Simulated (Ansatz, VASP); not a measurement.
## AlRu in VASP and in Ansatz

```
Ru Al
1.0
     3.64707    0.00000    0.00000
    -1.82354    3.15846    0.00000
     0.00000    0.00000    5.65296
Ru Al
2 2
Cartesian
  0.0000 0.0000 0.0000
  0.0000 0.0000 2.8265
  0.0000 2.1056 1.4132
  1.8235 1.0528 4.2397
```

Alike in both runs: task relaxation of cell and atoms; functional PBE; k mesh 11 × 11 × 6; occupations fermi-dirac, width 0.08 eV; no spin polarisation.

|  | VASP | Ansatz |
| --- | --- | --- |
| version | VASP 6.6.1 | Ansatz 0.2.0 |
| potentials or method | VASP PAW PBE potentials, release 64 (Ru_pv, Al) | PAW with Ansatz's default frozen-core files, scalar-relativistic |
| plane-wave cutoff (eV) | 600 | 420 |
| valence electrons in the cell | 34 | 38 |

```tsv
	VASP	Ansatz	Ansatz less VASP
relaxed volume (Å³/atom)	14.12	14.13	+0.009
relaxed length of the cell vector where the two differ most in proportion (Å)	7.779	7.793	+0.0132
```

VASP's potentials hold 34 valence electrons a cell and Ansatz's 38, so a difference there can come from the potentials and not from the codes.
